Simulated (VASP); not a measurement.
# MgO (P6_3/mmc) in VASP: further runs

MgO is run at these levels: PBE; tasks: single point.

Everything below comes from runs of VASP 6.6.1. Logs are shortened: lines on timing, memory, paths and dates and some standing lists are left out, and cuts for length are marked.

### 1 The cell of the first run

The structure is hexagonal, space group P6_3/mmc (No. 194). The conventional cell has a = 3.559 Å, b = 3.559 Å, c = 4.217 Å, α = 90.00°, β = 90.00°, γ = 120.00°. Within 2.7 Å of Mg (site symmetry -6m2) lie 5 O at 2.05 to 2.11 Å. O (site symmetry -6m2) has 5 Mg at 2.05 to 2.11 Å within 2.7 Å.

### 2 Single point, PBE (volume 11.563 Å^3 an atom, c/a of the conventional cell 1.1848)

File INCAR:

```
SYSTEM = MgO
ALGO     = Normal         ! electronic algorithm
EDIFF    = 1E-7           ! SCF threshold, eV
ENCUT    = 520            ! plane-wave cutoff, eV
GGA      = PE             ! functional
ISIF     = 2              ! what is computed and relaxed
ISMEAR   = 0              ! smearing method
LASPH    = .TRUE.         ! aspherical terms in the spheres
LCHARG   = .FALSE.        ! write CHGCAR
LREAL    = .FALSE.        ! projectors in reciprocal space
LWAVE    = .FALSE.        ! write WAVECAR
NBANDS   = 16             ! bands
NELM     = 80             ! most SCF steps
PREC     = Accurate       ! precision mode
SIGMA    = 0.05           ! smearing width, eV
```

File KPOINTS:

```
k-points
0
G
  9 9 6
  0 0 0
```

File POSCAR:

```
MgO
1.0
    3.5589204441      0.0000000000      0.0000000000
   -1.7794602221      3.0821155146      0.0000000000
    0.0000000000      0.0000000000      4.2166089422
Mg O
2 2
Direct
    0.6666666667      0.3333333333      0.7500000000
    0.3333333333      0.6666666667      0.2500000000
    0.6666666667      0.3333333333      0.2500000000
    0.3333333333      0.6666666667      0.7500000000
```

Potentials or basis: VASP PAW PBE potentials, release 64 (Mg, O).

Command:

```sh
$ cat potpaw_PBE.64/Mg/POTCAR potpaw_PBE.64/O/POTCAR > POTCAR
$ mpirun -np 1 vasp_std > vasp.out
```

OUTCAR:

```text
SYSTEM = MgO
   EDIFF = 1E-7
   ENCUT = 520
   GGA = PE
   ISIF = 2
   ISMEAR = 0
   LASPH = .TRUE.
   LREAL = .FALSE.
   NELM = 80
   PREC = Accurate

 ion  position               nearest neighbor table
   1  0.667  0.333  0.750-   4 2.05   4 2.05   4 2.05   3 2.11   3 2.11   2 2.94   2 2.94   2 2.94
                             2 2.94   2 2.94   2 2.94
   2  0.333  0.667  0.250-   3 2.05   3 2.05   3 2.05   4 2.11   4 2.11   1 2.94   1 2.94   1 2.94
                             1 2.94   1 2.94   1 2.94
   3  0.667  0.333  0.250-   2 2.05   2 2.05   2 2.05   1 2.11   1 2.11
   4  0.333  0.667  0.750-   1 2.05   1 2.05   1 2.05   2 2.11   2 2.11

  LATTYP: Found a hexagonal cell.
 ALAT       =     3.5589204441
 C/A-ratio  =     1.1848000000

  Lattice vectors:

 A1 = (   3.5589204441,   0.0000000000,   0.0000000000)
 A2 = (  -1.7794602221,   3.0821155146,   0.0000000000)
 A3 = (   0.0000000000,   0.0000000000,   4.2166089422)

Analysis of symmetry for initial positions (statically):
=====================================================================
 Subroutine PRICEL returns:
 Original cell was already a primitive cell.

 Routine SETGRP: Setting up the symmetry group for a
 hexagonal supercell.

 Subroutine GETGRP returns: Found 24 space group operations
 (whereof 12 operations were pure point group operations)
 out of a pool of 24 trial point group operations.

The static configuration has the point symmetry D_3d.
 The point group associated with its full space group is D_6h.

Analysis of symmetry for dynamics (positions and initial velocities):
=====================================================================
 Subroutine PRICEL returns:
 Original cell was already a primitive cell.

 Routine SETGRP: Setting up the symmetry group for a
 hexagonal supercell.

 Subroutine GETGRP returns: Found 24 space group operations
 (whereof 12 operations were pure point group operations)
 out of a pool of 24 trial point group operations.

The dynamic configuration has the point symmetry D_3d.
 The point group associated with its full space group is D_6h.

 Subroutine INISYM returns: Found 24 space group operations
 (whereof 12 operations are pure point group operations),
 and found     1 'primitive' translations

----------------------------------------------------------------------------------------

                                     Primitive cell

  volume of cell :      46.2520

  direct lattice vectors                    reciprocal lattice vectors
     3.558920444  0.000000000  0.000000000     0.280984084  0.162226236  0.000000000
    -1.779460222  3.082115515  0.000000000     0.000000000  0.324452473  0.000000000
     0.000000000  0.000000000  4.216608942     0.000000000  0.000000000  0.237157397

  length of vectors
     3.558920444  3.558920444  4.216608942     0.324452473  0.324452473  0.237157397

  position of ions in fractional coordinates (direct lattice)
     0.666666667  0.333333333  0.750000000
     0.333333333  0.666666667  0.250000000
     0.666666667  0.333333333  0.250000000
     0.333333333  0.666666667  0.750000000

  ion indices of the primitive-cell ions
   primitive index   ion index
                 1           1
                 2           2
                 3           3
                 4           4

----------------------------------------------------------------------------------------

 KPOINTS: k-points

Automatic generation of k-mesh.
 Grid dimensions read from file:
 generate k-points for:    9    9    6

 Generating k-lattice:

  Cartesian coordinates                     Fractional coordinates (reciprocal lattice)
     0.031220454  0.018025137  0.000000000     0.111111111  0.000000000  0.000000000
     0.000000000  0.036050275  0.000000000     0.000000000  0.111111111  0.000000000
     0.000000000  0.000000000  0.039526233     0.000000000  0.000000000  0.166666667

  Length of vectors
     0.036050275  0.036050275  0.039526233

  Shift w.r.t. Gamma in fractional coordinates (k-lattice)
     0.000000000  0.000000000  0.000000000

 Subroutine IBZKPT returns following result:
 ===========================================

 Found     48 irreducible k-points:

 Following reciprocal coordinates:
            Coordinates               Weight
  0.000000  0.000000  0.000000      1.000000
  0.111111 -0.000000  0.000000      6.000000
  0.222222 -0.000000  0.000000      6.000000
  0.333333 -0.000000  0.000000      6.000000
  0.444444 -0.000000  0.000000      6.000000
  0.111111  0.111111  0.000000      6.000000
[... 16 lines left out ...]
  0.333333  0.222222  0.166667     24.000000
  0.333333  0.333333  0.166667      4.000000
 [... further k-points ...]
   k-points           NKPTS =     48   k-points in BZ     NKDIM =     48   number of bands    NBANDS=     16
   number of dos      NEDOS =    301   number of ions     NIONS =      4
   total plane-waves  NPLWV =  25088
   dimension x,y,z NGX =    28 NGY =   28 NGZ =   32
   dimension x,y,z NGXF=    56 NGYF=   56 NGZF=   64
   ions per type =               2   2
   NGX,Y,Z   is equivalent  to a cutoff of  13.08, 13.08, 12.62 a.u.
   NGXF,Y,Z  is equivalent  to a cutoff of  26.16, 26.16, 25.23 a.u.
 SYSTEM =  MgO
   PREC   = accura    normal or accurate (medium, high low for compatibility)
   ISTART =      0    job   : 0-new  1-cont  2-samecut
   ICHARG =      2    charge: 1-file 2-atom 10-const
   ISPIN  =      1    spin polarized calculation?
   LNONCOLLINEAR =      F non collinear calculations
   LSORBIT =      F    spin-orbit coupling
   LASPH  =      T    aspherical Exc in radial PAW
   ENCUT  =  520.0 eV  38.22 Ry    6.18 a.u.   6.62  6.62  7.84*2*pi/ulx,y,z
   NELM   =     80;   NELMIN=  2; NELMDL= -5     # of ELM steps
   EDIFF  = 0.1E-06   stopping-criterion for ELM
   LREAL  =      F    real-space projection
   EDIFFG = 0.1E-05   stopping-criterion for IOM
   NSW    =      0    number of steps for IOM
   IBRION =     -1    ionic relax: 0-MD 1-quasi-New 2-CG
   NFREE  =      0    steps in history (QN), initial steepest desc. (CG)
   ISIF   =      2    stress and relaxation
   ISYM   =      2    0-nonsym 1-usesym 2-fastsym
   POTIM  = 0.5000    time-step for ionic-motion
   TEBEG  =    0.0;   TEEND  =   0.0 temperature during run
   PSTRESS=    0.0 pullay stress
   NELECT =      16.0000    total number of electrons
   NUPDOWN=      -1.0000    fix difference up-down
   EMIN   =  10.00;   EMAX   =-10.00  energy-range for DOS
   EFERMI =   0.00;   METHOD = LEGACY
   ISMEAR =     0;   SIGMA  =   0.05  broadening in eV -4-tet -1-fermi 0-gaus
   EFERMI_NEDOS =   21; number of points for ismear=-14 and -15
   IALGO  =     38    algorithm
   IMIX   =      4    mixing-type and parameters
     AMIX     =   0.40;   BMIX     =  1.00
     AMIX_MAG =   1.60;   BMIX_MAG =  1.00
  volume/ion in A,a.u.               =      11.56        78.03
  Fermi-wavevector in a.u.,A,eV,Ry     =   1.149224  2.171718 17.969427  1.320716
  Thomas-Fermi vector in A             =   2.285895
   LORBIT       =      0    0 simple, 1 ext, 2 COOP (PROOUT), +10 PAW based schemes
   GGA     = PE    functional components
   LHFCALC =     F    Hartree Fock is set to
   AEXX    =    0.0000 exact exchange contribution
   IVDW    =     0    specifies the selected vdW correction
   LEPSILON=     F    determine dielectric tensor
   LRPA    =     F    only Hartree local field effects (RPA)
 non-spin polarized calculation
 Gauss-broadening in eV      SIGMA  =   0.05
  energy-cutoff  :      520.00
  volume of cell :       46.25
 maximum number of plane-waves:      1270
 NGX is ok and might be reduce to    28
   NGX = 13   NGY = 13   NGZ = 15

 number of electron      15.9999994 magnetization

 Free energy of the ion-electron system (eV)
  ---------------------------------------------------
  ext. energy  EPLUGINS =         0.00000000
  ---------------------------------------------------
  free energy    TOTEN  =       -23.66615840 eV

  energy without entropy =      -23.66615840  energy(sigma->0) =      -23.66615840

 E-fermi :   1.9542     XC(G=0):  -9.8497

 val. band max:        1.6619900098   @ k =   0.0000   0.0000   0.0000
 cond. band min:       4.8641857969   @ k =   0.0000   0.0000   0.0000
 fundamental gap:      3.2021957871
 Fermi energy:         1.9541541667

 k-point     1 :       0.0000    0.0000    0.0000
  band No.  band energies     occupation
      1     -15.0438      2.00000
      2     -13.7528      2.00000
      3      -1.7645      2.00000
      4       0.0222      2.00000
      5       0.0222      2.00000
      6       0.9513      2.00000
[... 8 lines left out ...]
     15      16.7863      0.00000
     16      16.9888      0.00000

 k-point     2 :       0.1111   -0.0000    0.0000
  band No.  band energies     occupation
      1     -14.9889      2.00000
      2     -13.7643      2.00000
      3      -1.6735      2.00000
      4      -0.1597      2.00000
      5      -0.0702      2.00000
      6       0.6568      2.00000
[... 8 lines left out ...]
     15      16.4307      0.00000
     16      16.4963      0.00000

 k-point     3 :       0.2222   -0.0000    0.0000
  band No.  band energies     occupation
      1     -14.8377      2.00000
      2     -13.8042      2.00000
      3      -1.4130      2.00000
      4      -0.6960      2.00000
      5      -0.2648      2.00000
      6       0.2400      2.00000
[... 8 lines left out ...]
     15      15.5458      0.00000
     16      16.0307      0.00000

 k-point     4 :       0.3333   -0.0000    0.0000
  band No.  band energies     occupation
      1     -14.6307      2.00000
      2     -13.8827      2.00000
      3      -1.2941      2.00000
      4      -1.0273      2.00000
      5      -0.4475      2.00000
      6      -0.0219      2.00000
[... 8 lines left out ...]
     15      15.2894      0.00000
     16      15.9822      0.00000
[... 324 lines left out ...]
 k-point    22 :       0.2222    0.2222    0.1667
  band No.  band energies     occupation
      1     -14.4693      2.00000
      2     -13.9612      2.00000
      3      -1.4055      2.00000
      4      -1.3690      2.00000
      5      -0.3644      2.00000
      6       0.0081      2.00000
[... 8 lines left out ...]
     15      15.7063      0.00000
     16      16.8386      0.00000

 k-point    23 :       0.3333    0.2222    0.1667
  band No.  band energies     occupation
      1     -14.3068      2.00000
      2     -14.0535      2.00000
      3      -1.6675      2.00000
      4      -1.1269      2.00000
      5      -0.7347      2.00000
      6       0.2443      2.00000
[... 8 lines left out ...]
     15      15.5932      0.00000
     16      16.9189      0.00000

 k-point    24 :       0.3333    0.3333    0.1667
  band No.  band energies     occupation
      1     -14.1679      2.00000
      2     -14.1679      2.00000
      3      -1.6361      2.00000
      4      -1.0143      2.00000
      5      -1.0143      2.00000
      6       0.5714      2.00000
[... 8 lines left out ...]
     15      15.5516      0.00000
     16      17.6437      0.00000

 [... further k-points ...]
[... 5 lines left out ...]
  --------------------------------------------------------------------------------------
  -------------------------------------------------------------------------------------
  Total       -0.8784598     -0.8784598     -0.2877793      0.0000000     -0.0000000      0.0000000
  in kB      -30.4300001    -30.4300001     -9.9687242      0.0000000     -0.0000000      0.0000000
  external PRESSURE =     -23.6095748 kB  Pullay stress =       0.0000000 kB

 VOLUME and BASIS-vectors are now :
 -----------------------------------------------------------------------------
  energy-cutoff  :      520.00
  volume of cell :       46.25
      direct lattice vectors                 reciprocal lattice vectors
     3.558920444  0.000000000  0.000000000     0.280984084  0.162226236  0.000000000
    -1.779460222  3.082115515  0.000000000     0.000000000  0.324452473  0.000000000
     0.000000000  0.000000000  4.216608942     0.000000000  0.000000000  0.237157397

 POSITION                                       TOTAL-FORCE (eV/Angst)
 -----------------------------------------------------------------------------------
      1.77946      1.02737      3.16246        -0.000000      0.000000      0.000000
     -0.00000      2.05474      1.05415         0.000000     -0.000000      0.000000
      1.77946      1.02737      1.05415         0.000000      0.000000      0.000000
     -0.00000      2.05474      3.16246        -0.000000      0.000000     -0.000000
 -----------------------------------------------------------------------------------
    total drift:                               -0.000000      0.000000     -0.000000

  FREE ENERGIE OF THE ION-ELECTRON SYSTEM (eV)
  ---------------------------------------------------
  free  energy   TOTEN  =       -23.6661584048 eV

  energy  without entropy=      -23.6661584048  energy(sigma->0) =      -23.66615840
```

It took 48 s on 1 thread of AMD EPYC 7R13, shared host; peak memory 0.15 GiB.

What came out:

```yaml
Free_energy: -23.6662 eV
Pressure: -2.4 GPa
Band_gap_on_the_k_mesh: 3.20 eV, direct
```

### 3 Single point, PBE (volume 11.563 Å^3 an atom, c/a of the conventional cell 1.3044)

File INCAR:

```
ALGO = Normal
EDIFF = 1E-6
ENCUT = 520
GGA = PE
ISIF = 2
ISMEAR = 0
LASPH = T
LCHARG = F
LREAL = F
LWAVE = F
NBANDS = 16
NELM = 100
PREC = Accurate
SIGMA = 0.05
```

File KPOINTS:

```
k-points
0
Gamma
  9 9 6
```

File POSCAR:

```
MgO
1.0
    3.4466435009      0.0000000000      0.0000000000
   -1.7233217505      2.9848808296      0.0000000000
    0.0000000000      0.0000000000      4.4958017826
Mg O
2 2
Direct
    0.6666666667      0.3333333333      0.7500000000
    0.3333333333      0.6666666667      0.2500000000
    0.6666666667      0.3333333333      0.2500000000
    0.3333333333      0.6666666667      0.7500000000
```

Potentials or basis: VASP PAW PBE potentials, release 64 (Mg, O).

Command:

```sh
$ cat potpaw_PBE.64/Mg/POTCAR potpaw_PBE.64/O/POTCAR > POTCAR
$ mpirun -np 1 vasp_std > vasp.out
```

Run time: 48 s. Hardware: 1 thread of AMD EPYC 7R13, shared host; peak memory 0.16 GiB.

The run converged. Its results:

```yaml
Free_energy: -23.5869 eV
Pressure: -1.3 GPa
Band_gap_on_the_k_mesh: 3.07 eV, direct
```

Stress tensor (GPa, compression positive):
```
 2.03  0.00  0.00
 0.00  2.03  0.00
 0.00  0.00 -7.96
```

Levels at points of the mesh, in eV from the valence-band top:
| k point | band 5 | band 6 | band 7 | band 8 | band 9 | band 10 | band 11 | band 12 |
| --- | --- | --- | --- | --- | --- | --- | --- | --- |
| (0.00, 0.00, 0.00) | -1.62 | -0.94 | -0.94 | 0.00 | 3.07 | 8.77 | 11.03 | 12.70 |
| (0.00, 0.00, 0.50) | -1.29 | -1.29 | -1.29 | -1.29 | 6.01 | 6.01 | 13.07 | 13.07 |

### 4 Single point, PBE (volume 11.563 Å^3 an atom, c/a of the conventional cell 1.1112)

File INCAR:

```
  PREC = Accurate
  ENCUT = 520
  EDIFF = 1E-6
  ISMEAR = 0
  SIGMA = 0.05
  LREAL = F
  LASPH = T
  NELM = 100
  ALGO = Normal
  ISIF = 2
  LWAVE = F
  LCHARG = T
  GGA = PE
  LELF = T
  LVHAR = T
  NBANDS = 16
```

File KPOINTS:

```
regular mesh
0
Gamma
  9 9 6
```

File POSCAR:

```
MgO
1.0
    3.6358214781      0.0000000000      0.0000000000
   -1.8179107391      3.1487137636      0.0000000000
    0.0000000000      0.0000000000      4.0401248265
Mg O
2 2
Direct
    0.6666666667      0.3333333333      0.7500000000
    0.3333333333      0.6666666667      0.2500000000
    0.6666666667      0.3333333333      0.2500000000
    0.3333333333      0.6666666667      0.7500000000
```

Command:

```sh
$ cat potpaw_PBE.64/Mg/POTCAR potpaw_PBE.64/O/POTCAR > POTCAR
$ mpirun -np 1 vasp_std > vasp.out
```

Run time: 58 s. Hardware: 1 thread of AMD EPYC 7R13, shared host; peak memory 0.15 GiB.

The run converged. Its results:

- Free energy: -23.5757 eV
- Pressure: -0.5 GPa
- Band gap on the k mesh: 3.30 eV, direct

Stress tensor (GPa, compression positive):
```
-4.89  0.00  0.00
 0.00 -4.89  0.00
 0.00  0.00  8.30
```

Levels at points of the mesh, in eV from the valence-band top:
```
           k point  band 4  band 5  band 6  band 7  band 8  band 9  band 10  band 11  band 12  band 13
(0.00, 0.00, 0.00)   -1.63   -1.63   -0.53   -0.53    0.00    3.30     9.53    11.89    11.89    12.69
(0.00, 0.00, 0.50)   -2.28   -1.10   -1.10   -1.10   -1.10    6.40     6.40    12.24    12.24    12.24
```

### 5 Single point, PBE (volume 11.563 Å^3 an atom, c/a of the conventional cell 1.1291)

File INCAR:

```
SYSTEM = MgO
  PREC = Accurate
  ENCUT = 520
  EDIFF = 1E-6
  ISMEAR = 0
  SIGMA = 0.05
  LREAL = .False.
  LASPH = .True.
  NELM = 80
  ALGO = Normal
  ISIF = 2
  LWAVE = .False.
  LCHARG = .False.
  GGA = PE
  NBANDS = 16
```

File KPOINTS:

```
regular mesh
0
Gamma
  9 9 6
  0 0 0
```

File POSCAR:

```
MgO
1.0
    3.6165057447      0.0000000000      0.0000000000
   -1.8082528724      3.1319858478      0.0000000000
    0.0000000000      0.0000000000      4.0833966363
Mg O
2 2
Direct
    0.6666666667      0.3333333333      0.7500000000
    0.3333333333      0.6666666667      0.2500000000
    0.6666666667      0.3333333333      0.2500000000
    0.3333333333      0.6666666667      0.7500000000
```

Command:

```sh
$ cat potpaw_PBE.64/Mg/POTCAR potpaw_PBE.64/O/POTCAR > POTCAR
$ mpirun -np 1 vasp_std > vasp.out
```

Wall time 48 s (1 thread of AMD EPYC 7R13, shared host); peak memory 0.15 GiB.

The run converged. Its results:

* Free energy: -23.6114 eV
* Pressure: -1.2 GPa
* Band gap on the k mesh: 3.28 eV, direct

Stress tensor (GPa, compression positive):
```
-4.53  0.00  0.00
 0.00 -4.53  0.00
 0.00  0.00  5.55
```

Levels at points of the mesh, in eV from the valence-band top:
```csv
k point,band 5,band 6,band 7,band 8,band 9,band 10,band 11,band 12
"(0.00, 0.00, 0.00)",-1.63,-0.58,-0.58,0.00,3.28,9.42,11.95,11.95
"(0.00, 0.00, 0.50)",-1.12,-1.12,-1.12,-1.12,6.35,6.35,12.30,12.30
```

### 6 Overview

```csv
cell,gap on the mesh (eV),pressure (GPa)
"a = 3.559, b = 3.559, c = 4.217 Å, angles 90.0, 90.0, 120.0°, 4 atoms",3.20,-2.4
"a = 3.447, b = 3.447, c = 4.496 Å, angles 90.0, 90.0, 120.0°, 4 atoms",3.07,-1.3
"a = 3.636, b = 3.636, c = 4.040 Å, angles 90.0, 90.0, 120.0°, 4 atoms",3.30,-0.5
"a = 3.617, b = 3.617, c = 4.083 Å, angles 90.0, 90.0, 120.0°, 4 atoms",3.28,-1.2
```

Alike in all rows: task single point; level PBE; potentials or basis VASP PAW PBE potentials, release 64 (Mg, O); no spin polarisation; k mesh 9 × 9 × 6; cutoff (eV) 520; smearing gaussian 0.05 eV.

Total energies depend on the potentials used, so only differences within one code and one set of settings carry meaning.
